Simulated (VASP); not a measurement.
Runs of VASP 6.6.1 on AlPt. The structure is that of space group Pm-3m (No. 221), or close to it. The cells are those of the table. 

| cell | gap on the mesh (eV) | pressure (GPa) |
| --- | --- | --- |
| a = 3.050 Å, 2 atoms | none | (b) |
| a = 3.132 Å, 2 atoms | none | -11.6 |
| a = 3.152 Å, 2 atoms | none | -14.3 |
| a = 3.112 Å, 2 atoms | none | -8.5 |
| a = 3.092 Å, 2 atoms | none | -5.0 |
| a = 3.071 Å, 2 atoms | none | (a) |
| a = 3.028 Å, 2 atoms | none | 8.1 |

Alike in all rows: task single point; level r2SCAN; potentials or basis VASP PAW PBE potentials, release 64 (Al, Pt); no spin polarisation; k mesh 9 × 9 × 9; cutoff (eV) 520; smearing methfessel-paxton 0.1 eV.

Problem. Estimate the missing entries.

Solution. (a) -1.1; (b) 3.2.

Caveats: the PAW data sets were made with another functional, which shifts forces and pressure a little; spin-orbit coupling is left out, which moves the levels of the heavy elements.

A k mesh can miss the band edges, and the runs leave out spin-orbit coupling on Pt.

A gap of «none» marks levels without a gap at the run's occupations.
